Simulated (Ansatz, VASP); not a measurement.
**Two plane-wave programs on AlCo**

The input INCAR:

```
SYSTEM = AlCo
PREC = Accurate
ENCUT = 520
EDIFF = 1E-7
ISMEAR = 0
SIGMA = 0.1
LREAL = .FALSE.
LASPH = .TRUE.
NELM = 150
ALGO = Normal
ISIF = 2
LWAVE = .FALSE.
LCHARG = .TRUE.
ISPIN = 2
MAGMOM = 3 0
LORBIT = 11
LMAXMIX = 4
GGA = PE
LELF = .TRUE.
LVHAR = .TRUE.
NBANDS = 17
```

Contents of KPOINTS:

```
Automatic mesh
0
G
  9 9 4
  0 0 0
```

File POSCAR:

```
AlCo
1.0
    2.8633243899      0.0000000000      0.0000000000
   -1.4316621949      2.4797116609      0.0000000000
    0.0000000000      0.0000000000      4.2811964360
Co Al
1 1
Direct
    0.0000000000      0.0000000000      0.0000000000
    0.3333333300      0.6666666700      0.5000000000
```

Input for Ansatz:

```yaml
crystal:
  lattice:
    - [2.8633243899, 0.0, 0.0]
    - [-1.4316621949, 2.4797116609, 0.0]
    - [0.0, 0.0, 4.281196436]
  atoms:
    - { symbol: Co, position: [0.0, 0.0, 0.0], spin: 3.0 }
    - { symbol: Al, position: [0.33333333, 0.66666667, 0.5] }
basis:
  ecutwfc: 420
kpoints:
  mp_grid: { grid: [9, 9, 4] }
hamiltonian:
  xc: pbe
scf:
  occupations: { method: gaussian, width: 0.1 }
  lower_state_search: "off"
output:
  forces: true
  stress: true
  eigenvalues: true
  populations: true
magnetization:
  spin_polarized: true
```

Alike in both runs: task single point; functional PBE; k mesh 9 × 9 × 4; occupations gaussian, width 0.1 eV; collinear spin.

|  | VASP | Ansatz |
| --- | --- | --- |
| version | VASP 6.6.1 | Ansatz 0.2.0 |
| potentials or method | VASP PAW PBE potentials, release 64 (Co, Al), cutoff 520 eV | scalar-relativistic, plane waves, PAW |
| valence electrons in the cell | 12 | 20 |

|  | VASP | Ansatz | Ansatz less VASP |
| --- | --- | --- | --- |
| gap on the k mesh at the Fermi level (eV) | none | none | - |
| pressure (GPa) | -20.5 | -20.6 | -0.09 |
| traceless stress, the component that is largest in VASP (GPa) | -8.83 | -8.76 | +0.079 |
| net moment per atom (μB) | 0.51 | 0.51 | +0.006 |
| size of the moment on the site where the two differ most (μB) | 1.13 | 1.16 | +0.026 |

Site moments also hang on the region over which each program counts them. A gap of «none» marks a metal or a gap that the smearing closes. VASP's potentials hold 12 valence electrons a cell and Ansatz's 20, so a difference there can come from the potentials and not from the codes.

The k mesh is coarse, so the values compare programs but aren't converged.
